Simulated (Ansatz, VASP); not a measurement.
## Two plane-wave programs on Si3N4

```
CELL_PARAMETERS angstrom
0.00000 3.84471 3.84471
3.84471 0.00000 3.84471
3.84471 3.84471 0.00000
ATOMIC_POSITIONS crystal
Si 0.62500 0.62500 0.12500
Si 0.62500 0.12500 0.62500
Si 0.12500 0.62500 0.62500
Si 0.62500 0.62500 0.62500
Si 0.25000 0.25000 0.25000
Si 0.00000 0.00000 0.00000
N 0.86757 0.86757 0.86757
N 0.85271 0.38243 0.38243
N 0.38243 0.38243 0.85271
N 0.38243 0.85271 0.38243
N 0.86757 0.86757 0.39729
N 0.86757 0.39729 0.86757
N 0.38243 0.38243 0.38243
N 0.39729 0.86757 0.86757
```

Alike in both runs: functional LDA; k mesh 4 × 4 × 4; occupations gaussian, width 0.1 eV; no spin polarisation.

Ansatz relaxed the structure, and its values are those at the end. VASP's run is a single point on that final structure, the one shown.

|  | VASP | Ansatz |
| --- | --- | --- |
| version | VASP 6.6.1 | Ansatz 0.2.0 |
| potentials or method | VASP PAW LDA potentials, release 64 (Si, N), cutoff 600 eV | scalar-relativistic, plane waves, PAW |
| valence electrons in the cell | 64 | 64 |

|  | VASP | Ansatz | Ansatz less VASP |
| --- | --- | --- | --- |
| gap on the k mesh at the Fermi level (eV) | 3.38 | 3.40 | +0.013 |
| least direct gap on the mesh (eV) | 3.38 | 3.40 | +0.013 |
| pressure (GPa) | 0.8 | 0.2 | -0.63 |
| rms of the force components (eV/Å) | 0.007 | 0.001 | -0.0064 |

Ansatz warns that its potentials were made for another functional, while VASP's fit it. LDA's correlation is that of Perdew and Zunger in VASP and of Perdew and Wang (1992) in Ansatz.
